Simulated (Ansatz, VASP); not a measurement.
## One calculation of HfC, two programs

Contents of INCAR:

```
SYSTEM = HfC
PREC = Accurate
ENCUT = 520
EDIFF = 1E-7
ISMEAR = -1
SIGMA = 0.05
LREAL = .FALSE.
LASPH = .TRUE.
NELM = 80
ALGO = Normal
ISIF = 2
LWAVE = .FALSE.
LCHARG = .TRUE.
GGA = PS
LELF = .TRUE.
LVHAR = .TRUE.
NBANDS = 14
```

The input KPOINTS:

```
regular mesh
0
G
  15 15 15
  0 0 0
```

File POSCAR:

```
HfC
1.0
    0.0000000000      2.3715000000      2.3250000000
    2.3715000000      0.0000000000      2.3250000000
    2.3715000000      2.3715000000      0.0000000000
Hf C
1 1
Direct
    0.5000000000      0.5000000000      0.5000000000
    0.0000000000      0.0000000000      0.0000000000
```

Input for Ansatz:

```yaml
crystal:
  lattice:
    - [0.0, 2.3715, 2.325]
    - [2.3715, 0.0, 2.325]
    - [2.3715, 2.3715, 0.0]
  atoms:
    - { symbol: Hf, position: [0.5, 0.5, 0.5] }
    - { symbol: C, position: [0.0, 0.0, 0.0] }
kpoints:
  mp_grid: { grid: [15, 15, 15] }
  band_path:
    path:
      - [0.0, 0.0, 0.0]
      - [0.0, 0.5, 0.5]
      - [0.25, 0.75, 0.5]
      - [0.0, 0.5, 0.0]
      - [0.0, 0.0, 0.0]
      - [0.5, 0.5, 0.0]
      - [0.38005, 0.61995, 0.0]
      - [-0.38005, 0.38005, 0.0]
      - [0.0, 0.0, 0.0]
    npoints: 5
scf:
  occupations: { method: fermi_dirac, width: 0.05 }
hamiltonian:
  xc: pbesol
  pseudopotentials: { kind: all_electron, lapw: { basis_error: 0.001 } }
output:
  forces: true
  stress: true
  eigenvalues: true
```

Change from the starting cell: equal xx and yy strain of +2 %.

Alike in both runs: task single point; functional PBEsol; k mesh 15 × 15 × 15; occupations fermi-dirac, width 0.05 eV; no spin polarisation.

|  | VASP | Ansatz |
| --- | --- | --- |
| version | VASP 6.6.1 | Ansatz 0.2.0 |
| potentials or method | VASP PAW PBE potentials, release 64 (Hf_pv, C), cutoff 520 eV | all-electron LAPW, scalar-relativistic |

```tsv
	VASP	Ansatz	Ansatz less VASP
pressure (GPa)	-15.1	-14.4	+0.61
traceless stress, the component that is largest in VASP (GPa)	4.33	4.26	-0.071
```

VASP's potentials were made for PBE, not for PBEsol. Ansatz ran all-electron here, and VASP with PAW potentials.

Spin-orbit coupling is off throughout.
